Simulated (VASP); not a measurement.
# Rb3Zn (I4/mmm) in VASP: further runs, part 2 of 2

VASP 6.6.1. The steps go on from the part before.

## (5) Single point, PBE

This run uses another cell than the first one, of 64.77 Å³/atom.

INCAR reads:

```
PREC = Accurate ; ENCUT = 520
EDIFF = 1E-6 ; ISMEAR = -1
SIGMA = 0.05 ; LREAL = False
LASPH = True ; NELM = 80
ALGO = Fast ; ISIF = 2
LWAVE = False ; LCHARG = True
GGA = PE ; LELF = True
LVHAR = True ; NBANDS = 28
```

KPOINTS reads:

```
Automatic mesh
0
Gamma
  6 6 6
```

POSCAR reads:

```
Rb3Zn
1.0
   -3.1810044223      3.1810044223      6.4006699942
    3.1810044223     -3.1810044223      6.4006699942
    3.1810044223      3.1810044223     -6.4006699942
Rb Zn
3 1
Direct
    0.5000000000      0.5000000000      0.0000000000
    0.2500000000      0.7500000000      0.5000000000
    0.7500000000      0.2500000000      0.5000000000
    0.0000000000      0.0000000000      0.0000000000
```

Potentials or basis: VASP PAW PBE potentials, release 64 (Rb_sv, Zn).

The run is started by

```console
cat potpaw_PBE.64/Rb_sv/POTCAR potpaw_PBE.64/Zn/POTCAR > POTCAR
mpirun -np 1 vasp_std > vasp.out
```

OUTCAR:

```text
PREC = Accurate
   ENCUT = 520
   EDIFF = 1E-6
   ISMEAR = -1
   LREAL = False
   LASPH = True
   NELM = 80
   ISIF = 2
   GGA = PE

 ion  position               nearest neighbor table
   1  0.500  0.500  0.000-   2 4.51   3 4.51   2 4.51   3 4.51   2 4.51   3 4.51   2 4.51   3 4.51

   2  0.250  0.750  0.500-   3 4.50   3 4.50   3 4.50   3 4.50   1 4.51   1 4.51   1 4.51   1 4.51

   3  0.750  0.250  0.500-   2 4.50   2 4.50   2 4.50   2 4.50   1 4.51   1 4.51   1 4.51   1 4.51

   4  0.000  0.000  0.000-

  LATTYP: Found a body centered tetragonal cell.
 ALAT       =     6.3620088446
 C/A-ratio  =     2.0121537554

  Lattice vectors:

 A1 = (  -3.1810044223,   3.1810044223,   6.4006699942)
 A2 = (   3.1810044223,  -3.1810044223,   6.4006699942)
 A3 = (   3.1810044223,   3.1810044223,  -6.4006699942)

Analysis of symmetry for initial positions (statically):
=====================================================================
 Subroutine PRICEL returns:
 Original cell was already a primitive cell.

 Routine SETGRP: Setting up the symmetry group for a
 body centered tetragonal supercell.

 Subroutine GETGRP returns: Found 16 space group operations
 (whereof 16 operations were pure point group operations)
 out of a pool of 16 trial point group operations.

The static configuration has the point symmetry D_4h.

Analysis of symmetry for dynamics (positions and initial velocities):
=====================================================================
 Subroutine PRICEL returns:
 Original cell was already a primitive cell.

 Routine SETGRP: Setting up the symmetry group for a
 body centered tetragonal supercell.

 Subroutine GETGRP returns: Found 16 space group operations
 (whereof 16 operations were pure point group operations)
 out of a pool of 16 trial point group operations.

The dynamic configuration has the point symmetry D_4h.

 Subroutine INISYM returns: Found 16 space group operations
 (whereof 16 operations are pure point group operations),
 and found     1 'primitive' translations

----------------------------------------------------------------------------------------

                                     Primitive cell

  volume of cell :     259.0681

  direct lattice vectors                    reciprocal lattice vectors
    -3.181004422  3.181004422  6.400669994     0.000000000  0.157183057  0.078116822
     3.181004422 -3.181004422  6.400669994     0.157183057  0.000000000  0.078116822
     3.181004422  3.181004422 -6.400669994     0.157183057  0.157183057  0.000000000

  length of vectors
     7.823436243  7.823436243  7.823436243     0.175524219  0.175524219  0.222290411

  position of ions in fractional coordinates (direct lattice)
     0.500000000  0.500000000  0.000000000
     0.250000000  0.750000000  0.500000000
     0.750000000  0.250000000  0.500000000
     0.000000000  0.000000000  0.000000000

  ion indices of the primitive-cell ions
   primitive index   ion index
                 1           1
                 2           2
                 3           3
                 4           4

----------------------------------------------------------------------------------------

 KPOINTS: Automatic mesh

Automatic generation of k-mesh.
 Grid dimensions read from file:
 generate k-points for:    6    6    6

 Generating k-lattice:

  Cartesian coordinates                     Fractional coordinates (reciprocal lattice)
     0.000000000  0.026197176  0.013019470     0.166666667  0.000000000  0.000000000
     0.026197176  0.000000000  0.013019470     0.000000000  0.166666667  0.000000000
     0.026197176  0.026197176  0.000000000     0.000000000  0.000000000  0.166666667

  Length of vectors
     0.029254036  0.029254036  0.037048402

  Shift w.r.t. Gamma in fractional coordinates (k-lattice)
     0.000000000  0.000000000  0.000000000

 Subroutine IBZKPT returns following result:
 ===========================================

 Found     30 irreducible k-points:

 Following reciprocal coordinates:
            Coordinates               Weight
  0.000000  0.000000  0.000000      1.000000
  0.166667  0.000000  0.000000      8.000000
  0.333333  0.000000  0.000000      8.000000
  0.500000  0.000000  0.000000      4.000000
  0.166667  0.166667 -0.000000      8.000000
  0.333333  0.166667 -0.000000     16.000000
[... 16 lines left out ...]
 -0.333333 -0.333333  0.166667      8.000000
 -0.166667 -0.333333  0.166667      8.000000
 [... further k-points ...]
   k-points           NKPTS =     30   k-points in BZ     NKDIM =     30   number of bands    NBANDS=     28
   number of dos      NEDOS =    301   number of ions     NIONS =      4
   total plane-waves  NPLWV = 216000
   dimension x,y,z NGX =    60 NGY =   60 NGZ =   60
   dimension x,y,z NGXF=   120 NGYF=  120 NGZF=  120
   ions per type =               3   1
   NGX,Y,Z   is equivalent  to a cutoff of  12.75, 12.75, 12.75 a.u.
   NGXF,Y,Z  is equivalent  to a cutoff of  25.50, 25.50, 25.50 a.u.
 SYSTEM =  unknown system
   PREC   = accura    normal or accurate (medium, high low for compatibility)
   ISTART =      0    job   : 0-new  1-cont  2-samecut
   ICHARG =      2    charge: 1-file 2-atom 10-const
   ISPIN  =      1    spin polarized calculation?
   LNONCOLLINEAR =      F non collinear calculations
   LSORBIT =      F    spin-orbit coupling
   LASPH  =      T    aspherical Exc in radial PAW
   ENCUT  =  520.0 eV  38.22 Ry    6.18 a.u.  14.55 14.55 14.55*2*pi/ulx,y,z
   NELM   =     80;   NELMIN=  2; NELMDL= -5     # of ELM steps
   EDIFF  = 0.1E-05   stopping-criterion for ELM
   LREAL  =      F    real-space projection
   EDIFFG = 0.1E-04   stopping-criterion for IOM
   NSW    =      0    number of steps for IOM
   IBRION =     -1    ionic relax: 0-MD 1-quasi-New 2-CG
   NFREE  =      0    steps in history (QN), initial steepest desc. (CG)
   ISIF   =      2    stress and relaxation
   ISYM   =      2    0-nonsym 1-usesym 2-fastsym
   POTIM  = 0.5000    time-step for ionic-motion
   TEBEG  =    0.0;   TEEND  =   0.0 temperature during run
   PSTRESS=    0.0 pullay stress
   NELECT =      39.0000    total number of electrons
   NUPDOWN=      -1.0000    fix difference up-down
   EMIN   =  10.00;   EMAX   =-10.00  energy-range for DOS
   EFERMI =   0.00;   METHOD = LEGACY
   ISMEAR =    -1;   SIGMA  =   0.05  broadening in eV -4-tet -1-fermi 0-gaus
   EFERMI_NEDOS =   21; number of points for ismear=-14 and -15
   IALGO  =     68    algorithm
   IMIX   =      4    mixing-type and parameters
     AMIX     =   0.40;   BMIX     =  1.00
     AMIX_MAG =   1.60;   BMIX_MAG =  1.00
  volume/ion in A,a.u.               =      64.77       437.07
  Fermi-wavevector in a.u.,A,eV,Ry     =   0.870880  1.645725 10.319096  0.758432
  Thomas-Fermi vector in A             =   1.989908
   LORBIT       =      0    0 simple, 1 ext, 2 COOP (PROOUT), +10 PAW based schemes
   GGA     = PE    functional components
   LHFCALC =     F    Hartree Fock is set to
   AEXX    =    0.0000 exact exchange contribution
   IVDW    =     0    specifies the selected vdW correction
   LEPSILON=     F    determine dielectric tensor
   LRPA    =     F    only Hartree local field effects (RPA)
 non-spin polarized calculation
 RMM-DIIS sequential band-by-band and
  energy-cutoff  :      520.00
  volume of cell :      259.07
 maximum number of plane-waves:      7027
 NGX is ok and might be reduce to    60
   NGX = 29   NGY = 29   NGZ = 29

 number of electron      39.0000002 magnetization

 Free energy of the ion-electron system (eV)
  ---------------------------------------------------
  ext. energy  EPLUGINS =         0.00000000
  ---------------------------------------------------
  free energy    TOTEN  =        -3.23549092 eV

  energy without entropy =       -3.20972382  energy(sigma->0) =       -3.22260737

 E-fermi :   0.3893     XC(G=0):  -6.1836

 val. band max:        0.3527434369   @ k =   0.5000   0.3333   0.0000
 cond. band min:       0.3963298185   @ k =   0.5000   0.1667   0.0000
 fundamental gap:      0.0435863816
 Fermi energy:         0.3893322980

 k-point     1 :       0.0000    0.0000    0.0000
  band No.  band energies     occupation
      1     -28.5247      2.00000
      2     -28.4873      2.00000
      3     -28.4768      2.00000
      4     -12.7152      2.00000
      5     -12.6521      2.00000
      6     -12.6521      2.00000
[... 733 lines left out ...]
     27       2.8349      0.00000
     28       2.8460      0.00000

 [... further k-points ...]

------------------------ aborting loop because EDIFF is reached ----------------------------------------

  FORCE on cell =-STRESS in cart. coord.  units (eV):
  Direction    XX          YY          ZZ          XY          YZ          ZX
  --------------------------------------------------------------------------------------
  -------------------------------------------------------------------------------------
  Total       -0.0516067     -0.0516067     -0.1939028      0.0000000     -0.0000000      0.0000000
  in kB       -0.3191559     -0.3191559     -1.1991695      0.0000000     -0.0000000      0.0000000
  external PRESSURE =      -0.6124938 kB  Pullay stress =       0.0000000 kB

 VOLUME and BASIS-vectors are now :
 -----------------------------------------------------------------------------
  energy-cutoff  :      520.00
  volume of cell :      259.07
      direct lattice vectors                 reciprocal lattice vectors
    -3.181004422  3.181004422  6.400669994     0.000000000  0.157183057  0.078116822
     3.181004422 -3.181004422  6.400669994     0.157183057  0.000000000  0.078116822
     3.181004422  3.181004422 -6.400669994     0.157183057  0.157183057  0.000000000

 POSITION                                       TOTAL-FORCE (eV/Angst)
 -----------------------------------------------------------------------------------
      0.00000      0.00000      6.40067         0.000000     -0.000000      0.000000
      3.18100     -0.00000      3.20033        -0.000000      0.000000     -0.000000
     -0.00000      3.18100      3.20033        -0.000000      0.000000      0.000000
      0.00000      0.00000      0.00000         0.000000     -0.000000      0.000000
 -----------------------------------------------------------------------------------
    total drift:                               -0.000000     -0.000000      0.000000

  FREE ENERGIE OF THE ION-ELECTRON SYSTEM (eV)
  ---------------------------------------------------
  free  energy   TOTEN  =        -3.2354909187 eV

  energy  without entropy=       -3.2097238226  energy(sigma->0) =       -3.22260737
```

It took 8.3 min on 1 thread of Oxide Virtual Turin-like, shared host; peak memory 0.57 GiB.

What came out:

```
Free energy            : -3.2355 eV
Pressure               : -0.1 GPa
Band gap on the k mesh : zero (an odd number of electrons rules out a gap without spin polarisation)
```

## (6) The runs side by side

| cell | further INCAR settings | gap on the mesh (eV) | pressure (GPa) |
| --- | --- | --- | --- |
| a = 7.722 Å, angles 132.0, 132.0, 70.2°, 4 atoms | ALGO = Fast; EDIFF = 1e-06; NBANDS = 28 | none | 0.1 |
| a = 7.722 Å, angles 132.0, 132.0, 70.2°, 4 atoms | ALGO = Fast; EDIFF = 1e-07; NBANDS = 28 | none | 0.1 |
| a = 7.773 Å, angles 132.0, 132.0, 70.2°, 4 atoms | ALGO = Fast; EDIFF = 1e-07; NBANDS = 28 | none | 0.0 |
| a = 7.823 Å, angles 132.0, 132.0, 70.2°, 4 atoms | ALGO = Fast; EDIFF = 1e-06; NBANDS = 28 | none | -0.1 |

Alike in all rows: task single point; level PBE; potentials or basis VASP PAW PBE potentials, release 64 (Rb_sv, Zn); no spin polarisation; k mesh 6 × 6 × 6; cutoff (eV) 520; smearing fermi-dirac 0.05 eV.

Total energies depend on the potentials used, so only differences within one code and one set of settings carry meaning.

The gap in the log of VASP goes by the Fermi energy; the results here count the filled bands.